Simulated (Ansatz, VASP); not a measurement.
## One calculation of Ge, two programs

File POSCAR:

```
Ge
1.0
    0.0000000000      2.8290000000      2.8290000000
    2.8290000000      0.0000000000      2.8290000000
    2.8290000000      2.8290000000      0.0000000000
Ge
2
Direct
    0.0000000000      0.0000000000      0.0000000000
    0.2500000000      0.2500000000      0.2500000000
```

File INCAR.step1:

```
  PREC = Accurate
  ENCUT = 550
  ISMEAR = 0
  SIGMA = 0.01
  LREAL = F
  LASPH = T
  NELM = 120
  NBANDS = 21
  GGA = PE
  ALGO = Normal
  EDIFF = 1E-5
  LWAVE = T
  LCHARG = F
  GGA_COMPAT = F
```

Contents of INCAR.step2:

```
  PREC = Accurate
  ENCUT = 550
  EDIFF = 1E-6
  ISMEAR = 0
  SIGMA = 0.01
  LREAL = F
  LASPH = T
  NELM = 120
  ALGO = Normal
  ISIF = 2
  LWAVE = F
  LCHARG = T
  METAGGA = R2SCAN
  LMIXTAU = T
  LELF = T
  LVHAR = T
  NBANDS = 21
  ISTART = 1
  GGA_COMPAT = F
```

KPOINTS

```
Automatic mesh
0
Gamma
  12 12 12
```

Input for Ansatz:

```yaml
crystal:
  lattice:
    - [0.0, 2.829, 2.829]
    - [2.829, 0.0, 2.829]
    - [2.829, 2.829, 0.0]
  atoms:
    - { symbol: Ge, position: [0.0, 0.0, 0.0] }
    - { symbol: Ge, position: [0.25, 0.25, 0.25] }
scf:
  occupations: { method: gaussian, width: 0.01 }
output:
  forces: true
  stress: true
  eigenvalues: true
  write_density: true
  write_potential: true
  elf: true
  volumetric_format: npy
hamiltonian:
  xc: r2scan
kpoints:
  mp_grid: { grid: [12, 12, 12] }
```

Alike in both runs: task single point; functional r2SCAN; k mesh 12 × 12 × 12; occupations gaussian, width 0.01 eV; no spin polarisation.

|  | VASP | Ansatz |
| --- | --- | --- |
| version | VASP 6.6.1 | Ansatz 0.2.0 |
| potentials or method | VASP PAW PBE potentials, release 64 (Ge_d) | scalar-relativistic, plane waves, PAW |
| plane-wave cutoff (eV) | 550 | 500 |
| valence electrons in the cell | 28 | 28 |

Ansatz gave:

| Quantity | Value |
| --- | --- |
| gap on the k mesh at the Fermi level (eV) | 0.44 |
| least direct gap on the mesh (eV) | 0.44 |
| pressure (GPa) | 0.7 |

Question: What did VASP give for the same quantities?

Answer: gap on the k mesh at the Fermi level (eV): 0.40; least direct gap on the mesh (eV): 0.40; pressure (GPa): 0.8.

VASP's potentials were made for PBE, not for r2SCAN.
